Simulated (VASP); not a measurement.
A run of VASP 6.6.1 is set up as follows.

INCAR

```
SYSTEM = Al4Co3
ALGO = Normal
DIPOL = 0.5 0.5 0.500
EDIFF = 1E-6
EDIFFG = -0.04
ENCUT = 520
GGA = PE
IBRION = 2
IDIPOL = 3
ISIF = 2
ISMEAR = 0
ISPIN = 2
KPAR = 4
LASPH = .TRUE.
LCHARG = .FALSE.
LDIPOL = .TRUE.
LMAXMIX = 4
LORBIT = 11
LREAL = .FALSE.
LWAVE = .FALSE.
MAGMOM = 0 0 0 0 3 3 3
NELM = 150
NSW = 60
PREC = Accurate
SIGMA = 0.1
```

KPOINTS

```
k-points
0
G
  9 9 1
  0 0 0
```

POSCAR

```
Al4Co3
1.0
    2.8194032100      0.0000000000      0.0000000000
    0.0000000000      2.8194032100      0.0000000000
    0.0000000000      0.0000000000     25.4582096668
Al Co
4 3
Selective dynamics
Direct
    0.0000000000      0.0000000000      0.3338805089  F F F
    0.0000000000      0.0000000000      0.4446268363  F F F
    0.0000000000      0.0000000000      0.5553731637  T T T
    0.0000000000      0.0000000000      0.6661194911  T T T
    0.5000000000      0.5000000000      0.3892536726  F F F
    0.5000000000      0.5000000000      0.5000000000  T T T
    0.5000000000      0.5000000000      0.6107463274  T T T
```

Potentials or basis: VASP PAW PBE potentials, release 64 (Al, Co).

The run is started by

```bash
$ cat potpaw_PBE.64/Al/POTCAR potpaw_PBE.64/Co/POTCAR > POTCAR
$ mpirun -np 4 vasp_std > vasp.out
```

**Question.** Estimate the site moments.

**Answer.** Al +0.02, -0.01, +0.01 (each value once); Co +0.47, +0.10, +0.45 μB.

**Question.** Predict the energy gained by relaxing.

**Answer.** 7.6 meV/atom.

Final structure:
```
CELL_PARAMETERS angstrom
2.81940 0.00000 0.00000
0.00000 2.81940 0.00000
0.00000 0.00000 25.45821
ATOMIC_POSITIONS crystal
Al 0.00000 0.00000 0.33388
Al 0.00000 0.00000 0.44463
Al 0.00000 0.00000 0.55877
Al 0.00000 0.00000 0.67070
Co 0.50000 0.50000 0.38925
Co 0.50000 0.50000 0.50216
Co 0.50000 0.50000 0.61806
```
